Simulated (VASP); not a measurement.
# BiTe (R-3m) in VASP: single point with PBEsol

Aim: the single point of BiTe with PBEsol.

All numbers are computed with VASP 6.6.1; they aren't measurements. Logs are shortened: lines on timing, memory, paths and dates and some standing lists are left out, and cuts for length are marked.

## 1. The cell of the first run

Symmetry: R-3m, No. 166, trigonal system. The conventional cell has a = 4.845 Å, b = 4.845 Å, c = 9.952 Å, α = 90.00°, β = 90.00°, γ = 120.00°. Within 4.3 Å of Bi (site symmetry -3m) lie 6 Te at 3.25 Å. Te (site symmetry -3m) has 6 Bi at 3.25 Å within 4.3 Å.

## 2. Single point, PBEsol, collinear spin, zero start

INCAR

```
PREC = Accurate
ENCUT = 520
EDIFF = 1E-6
ISMEAR = -1
SIGMA = 0.05
LREAL = F
LASPH = T
NELM = 150
ALGO = Normal
ISIF = 2
LWAVE = F
LCHARG = F
ISPIN = 2
MAGMOM = 0 0
LORBIT = 11
GGA = PS
NBANDS = 22
```

KPOINTS

```
Automatic mesh
0
Gamma
  6 6 6
```

POSCAR

```
BiTe
1.0
    2.4227077700      1.3987509800      3.3172919500
   -2.4227077700      1.3987509800      3.3172919500
    0.0000000000     -2.7975019700      3.3172919500
Bi Te
1 1
Direct
    0.5000000000      0.5000000000      0.5000000000
    0.0000000000      0.0000000000      0.0000000000
```

Potentials or basis: VASP PAW PBE potentials, release 64 (Bi_d, Te).

Started as:

```
> cat potpaw_PBE.64/Bi_d/POTCAR potpaw_PBE.64/Te/POTCAR > POTCAR
> mpirun -np 1 vasp_std > vasp.out
```

OUTCAR:

```text
PREC = Accurate
   ENCUT = 520
   EDIFF = 1E-6
   ISMEAR = -1
   LREAL = F
   LASPH = T
   NELM = 150
   ISIF = 2
   ISPIN = 2
   LORBIT = 11
   GGA = PS

 ion  position               nearest neighbor table
   1  0.500  0.500  0.500-   2 3.25   2 3.25   2 3.25   2 3.25   2 3.25   2 3.25
   2  0.000  0.000  0.000-   1 3.25   1 3.25   1 3.25   1 3.25   1 3.25   1 3.25

  LATTYP: Found a trigonal (rhomboedric) cell.
 ALAT       =     4.3394058492
 COS(alpha) =     0.3765932219

  Lattice vectors:

 A1 = (   2.4227077700,   1.3987509800,   3.3172919500)
 A2 = (  -2.4227077700,   1.3987509800,   3.3172919500)
 A3 = (   0.0000000000,  -2.7975019700,   3.3172919500)

Analysis of symmetry for initial positions (statically):
=====================================================================
 Subroutine PRICEL returns:
 Original cell was already a primitive cell.

 Routine SETGRP: Setting up the symmetry group for a
 trigonal (rhombohedral) supercell.

 Subroutine GETGRP returns: Found 12 space group operations
 (whereof 12 operations were pure point group operations)
 out of a pool of 12 trial point group operations.

The static configuration has the point symmetry D_3d.

Analysis of symmetry for dynamics (positions and initial velocities):
=====================================================================
 Subroutine PRICEL returns:
 Original cell was already a primitive cell.

 Routine SETGRP: Setting up the symmetry group for a
 trigonal (rhombohedral) supercell.

 Subroutine GETGRP returns: Found 12 space group operations
 (whereof 12 operations were pure point group operations)
 out of a pool of 12 trial point group operations.

The dynamic configuration has the point symmetry D_3d.

Analysis of structural, dynamic, and magnetic symmetry:
=====================================================================
 Subroutine PRICEL returns:
 Original cell was already a primitive cell.

 Routine SETGRP: Setting up the symmetry group for a
 trigonal (rhombohedral) supercell.

 Subroutine GETGRP returns: Found 12 space group operations
 (whereof 12 operations were pure point group operations)
 out of a pool of 12 trial point group operations.

The overall configuration has the point symmetry D_3d.

 Subroutine INISYM returns: Found 12 space group operations
 (whereof 12 operations are pure point group operations),
 and found     1 'primitive' translations

----------------------------------------------------------------------------------------

                                     Primitive cell

  volume of cell :      67.4491

  direct lattice vectors                    reciprocal lattice vectors
     2.422707770  1.398750980  3.317291950     0.206380648  0.119153923  0.100483569
    -2.422707770  1.398750980  3.317291950    -0.206380648  0.119153923  0.100483569
     0.000000000 -2.797501970  3.317291950     0.000000000 -0.238307846  0.100483568

  length of vectors
     4.339405849  4.339405849  4.339405853     0.258626327  0.258626327  0.258626327

  position of ions in fractional coordinates (direct lattice)
     0.500000000  0.500000000  0.500000000
     0.000000000  0.000000000  0.000000000

  ion indices of the primitive-cell ions
   primitive index   ion index
                 1           1
                 2           2

----------------------------------------------------------------------------------------

 KPOINTS: Automatic mesh

Automatic generation of k-mesh.
 Grid dimensions read from file:
 generate k-points for:    6    6    6

 Generating k-lattice:

  Cartesian coordinates                     Fractional coordinates (reciprocal lattice)
     0.034396775  0.019858987  0.016747261     0.166666667  0.000000000  0.000000000
    -0.034396775  0.019858987  0.016747261     0.000000000  0.166666667  0.000000000
     0.000000000 -0.039717974  0.016747261     0.000000000  0.000000000  0.166666667

  Length of vectors
     0.043104388  0.043104388  0.043104388

  Shift w.r.t. Gamma in fractional coordinates (k-lattice)
     0.000000000  0.000000000  0.000000000

 Subroutine IBZKPT returns following result:
 ===========================================

 Found     32 irreducible k-points:

 Following reciprocal coordinates:
            Coordinates               Weight
  0.000000  0.000000  0.000000      1.000000
  0.166667 -0.000000 -0.000000      6.000000
  0.333333 -0.000000 -0.000000      6.000000
  0.500000 -0.000000 -0.000000      3.000000
  0.166667  0.166667 -0.000000      6.000000
  0.333333  0.166667 -0.000000     12.000000
[... 16 lines left out ...]
  0.500000  0.500000  0.166667      6.000000
 -0.333333  0.500000  0.166667     12.000000
 [... further k-points ...]
   k-points           NKPTS =     32   k-points in BZ     NKDIM =     32   number of bands    NBANDS=     22
   number of dos      NEDOS =    301   number of ions     NIONS =      2
   total plane-waves  NPLWV =  32768
   dimension x,y,z NGX =    32 NGY =   32 NGZ =   32
   dimension x,y,z NGXF=    64 NGYF=   64 NGZF=   64
   ions per type =               1   1
   NGX,Y,Z   is equivalent  to a cutoff of  12.26, 12.26, 12.26 a.u.
   NGXF,Y,Z  is equivalent  to a cutoff of  24.52, 24.52, 24.52 a.u.
 SYSTEM =  unknown system
   PREC   = accura    normal or accurate (medium, high low for compatibility)
   ISTART =      0    job   : 0-new  1-cont  2-samecut
   ICHARG =      2    charge: 1-file 2-atom 10-const
   ISPIN  =      2    spin polarized calculation?
   LNONCOLLINEAR =      F non collinear calculations
   LSORBIT =      F    spin-orbit coupling
   LASPH  =      T    aspherical Exc in radial PAW
   ENCUT  =  520.0 eV  38.22 Ry    6.18 a.u.   8.07  8.07  8.07*2*pi/ulx,y,z
   NELM   =    150;   NELMIN=  2; NELMDL= -5     # of ELM steps
   EDIFF  = 0.1E-05   stopping-criterion for ELM
   LREAL  =      F    real-space projection
   EDIFFG = 0.1E-04   stopping-criterion for IOM
   NSW    =      0    number of steps for IOM
   IBRION =     -1    ionic relax: 0-MD 1-quasi-New 2-CG
   NFREE  =      0    steps in history (QN), initial steepest desc. (CG)
   ISIF   =      2    stress and relaxation
   ISYM   =      2    0-nonsym 1-usesym 2-fastsym
   POTIM  = 0.5000    time-step for ionic-motion
   TEBEG  =    0.0;   TEEND  =   0.0 temperature during run
   PSTRESS=    0.0 pullay stress
   NELECT =      21.0000    total number of electrons
   NUPDOWN=      -1.0000    fix difference up-down
   EMIN   =  10.00;   EMAX   =-10.00  energy-range for DOS
   EFERMI =   0.00;   METHOD = LEGACY
   ISMEAR =    -1;   SIGMA  =   0.05  broadening in eV -4-tet -1-fermi 0-gaus
   EFERMI_NEDOS =   21; number of points for ismear=-14 and -15
   IALGO  =     38    algorithm
   IMIX   =      4    mixing-type and parameters
     AMIX     =   0.40;   BMIX     =  1.00
     AMIX_MAG =   1.60;   BMIX_MAG =  1.00
  volume/ion in A,a.u.               =      33.72       227.58
  Fermi-wavevector in a.u.,A,eV,Ry     =   1.109573  2.096789 16.750837  1.231152
  Thomas-Fermi vector in A             =   2.246114
   LORBIT       =     11    0 simple, 1 ext, 2 COOP (PROOUT), +10 PAW based schemes
   GGA     = PS    functional components
   LHFCALC =     F    Hartree Fock is set to
   AEXX    =    0.0000 exact exchange contribution
   IVDW    =     0    specifies the selected vdW correction
   LEPSILON=     F    determine dielectric tensor
   LRPA    =     F    only Hartree local field effects (RPA)
 spin polarized calculation
  energy-cutoff  :      520.00
  volume of cell :       67.45
 maximum number of plane-waves:      1832
   NGX = 17   NGY = 17   NGZ = 17

 number of electron      20.9999996 magnetization      -0.0000199

 number of electron      20.9999996 magnetization       0.0000004

 Free energy of the ion-electron system (eV)
  ---------------------------------------------------
  ext. energy  EPLUGINS =         0.00000000
  ---------------------------------------------------
  free energy    TOTEN  =        -7.98851342 eV

  energy without entropy =       -7.97916817  energy(sigma->0) =       -7.98384079

 E-fermi :   6.4672     XC(G=0):  -9.6332

 val. band max:        6.4555900193   @ k =   0.5000   0.3333   0.1667
 cond. band min:       6.5108262079   @ k =   0.3333   0.3333   0.1667
 fundamental gap:      0.0552361886
 Fermi energy:         6.4671899885

 spin component 1

 k-point     1 :       0.0000    0.0000    0.0000
  band No.  band energies     occupation
      1     -16.6239      1.00000
      2     -16.6239      1.00000
      3     -16.6136      1.00000
      4     -16.6136      1.00000
      5     -16.5985      1.00000
      6      -6.9838      1.00000
[... 14 lines left out ...]
     21      21.5202      0.00000
     22      21.5644      0.00000

 k-point     2 :       0.1667   -0.0000   -0.0000
  band No.  band energies     occupation
      1     -16.6238      1.00000
      2     -16.6234      1.00000
      3     -16.6149      1.00000
      4     -16.6117      1.00000
      5     -16.5979      1.00000
      6      -6.7477      1.00000
[... 14 lines left out ...]
     21      19.1636      0.00000
     22      19.2050      0.00000

 k-point     3 :       0.3333   -0.0000   -0.0000
  band No.  band energies     occupation
      1     -16.6243      1.00000
      2     -16.6231      1.00000
      3     -16.6168      1.00000
      4     -16.6085      1.00000
      5     -16.5957      1.00000
      6      -6.0568      1.00000
[... 14 lines left out ...]
     21      17.5186      0.00000
     22      18.0875      0.00000
[... 476 lines left out ...]
 k-point    23 :       0.5000    0.5000    0.1667
  band No.  band energies     occupation
      1     -16.6332      1.00000
      2     -16.6229      1.00000
      3     -16.6117      1.00000
      4     -16.5974      1.00000
      5     -16.5962      1.00000
      6      -5.1473      1.00000
[... 14 lines left out ...]
     21      18.8384      0.00000
     22      19.8164      0.00000

 k-point    24 :      -0.3333    0.5000    0.1667
  band No.  band energies     occupation
      1     -16.6318      1.00000
      2     -16.6226      1.00000
      3     -16.6119      1.00000
      4     -16.6007      1.00000
      5     -16.5954      1.00000
      6      -4.8897      1.00000
[... 14 lines left out ...]
     21      18.9429      0.00000
     22      19.3446      0.00000

 [... further k-points ...]

 spin component 2

 k-point     1 :       0.0000    0.0000    0.0000
  band No.  band energies     occupation
      1     -16.6239      1.00000
      2     -16.6239      1.00000
      3     -16.6136      1.00000
      4     -16.6136      1.00000
      5     -16.5985      1.00000
      6      -6.9838      1.00000
[... 14 lines left out ...]
     21      21.5202      0.00000
     22      21.5276      0.00000

 k-point     2 :       0.1667   -0.0000   -0.0000
  band No.  band energies     occupation
      1     -16.6238      1.00000
      2     -16.6234      1.00000
      3     -16.6149      1.00000
      4     -16.6117      1.00000
      5     -16.5979      1.00000
      6      -6.7477      1.00000
[... 14 lines left out ...]
     21      19.1636      0.00000
     22      19.2050      0.00000

 k-point     3 :       0.3333   -0.0000   -0.0000
  band No.  band energies     occupation
      1     -16.6243      1.00000
      2     -16.6231      1.00000
      3     -16.6168      1.00000
      4     -16.6085      1.00000
      5     -16.5957      1.00000
      6      -6.0568      1.00000
[... 14 lines left out ...]
     21      17.5186      0.00000
     22      18.0875      0.00000
[... 476 lines left out ...]
 k-point    23 :       0.5000    0.5000    0.1667
  band No.  band energies     occupation
      1     -16.6332      1.00000
      2     -16.6229      1.00000
      3     -16.6117      1.00000
      4     -16.5974      1.00000
      5     -16.5962      1.00000
      6      -5.1473      1.00000
[... 14 lines left out ...]
     21      18.8384      0.00000
     22      19.8170      0.00000

 k-point    24 :      -0.3333    0.5000    0.1667
  band No.  band energies     occupation
      1     -16.6318      1.00000
      2     -16.6226      1.00000
      3     -16.6119      1.00000
      4     -16.6007      1.00000
      5     -16.5954      1.00000
      6      -4.8897      1.00000
[... 14 lines left out ...]
     21      18.9429      0.00000
     22      19.3446      0.00000

 [... further k-points ...]
[... 5 lines left out ...]
  --------------------------------------------------------------------------------------
  -------------------------------------------------------------------------------------
  Total       -1.0667234     -1.0667234     -1.0568665      0.0000000      0.0000000     -0.0000000
  in kB      -25.3387984    -25.3387984    -25.1046588      0.0000000      0.0000000     -0.0000000
  external PRESSURE =     -25.2607519 kB  Pullay stress =       0.0000000 kB

 VOLUME and BASIS-vectors are now :
 -----------------------------------------------------------------------------
  energy-cutoff  :      520.00
  volume of cell :       67.45
      direct lattice vectors                 reciprocal lattice vectors
     2.422707770  1.398750980  3.317291950     0.206380648  0.119153923  0.100483569
    -2.422707770  1.398750980  3.317291950    -0.206380648  0.119153923  0.100483569
     0.000000000 -2.797501970  3.317291950     0.000000000 -0.238307846  0.100483568

 POSITION                                       TOTAL-FORCE (eV/Angst)
 -----------------------------------------------------------------------------------
      0.00000     -0.00000      4.97594         0.000000      0.000000     -0.000000
      0.00000      0.00000      0.00000        -0.000000     -0.000000      0.000000
 -----------------------------------------------------------------------------------
    total drift:                               -0.000000      0.000000     -0.000000

  FREE ENERGIE OF THE ION-ELECTRON SYSTEM (eV)
  ---------------------------------------------------
  free  energy   TOTEN  =        -7.9885134175 eV

  energy  without entropy=       -7.9791681651  energy(sigma->0) =       -7.98384079

 total charge

# of ion       s       p       d       tot
------------------------------------------
    1        1.567   1.181   9.924  12.672
    2        1.413   1.862   0.034   3.309
--------------------------------------------------
tot          2.980   3.043   9.958  15.981

 magnetization (x)

# of ion       s       p       d       tot
------------------------------------------
    1        0.000   0.000  -0.000   0.000
    2       -0.000  -0.000  -0.000  -0.000
--------------------------------------------------
tot         -0.000   0.000  -0.000  -0.000
```

Wall time 20 s (1 thread of Intel Xeon 6975P-C (Granite Rapids), shared host); peak memory 0.24 GiB.

What came out:

* Free energy: -7.9885 eV
* Pressure: -2.5 GPa
* Net moment: 0.00 μB per cell
* Valence electrons inside the program's atomic spheres: Bi 12.67; Te 3.31

Caveat: the PAW data sets were made with another functional, which shifts forces and pressure a little; spin-orbit coupling is left out, which moves the levels of the heavy elements.
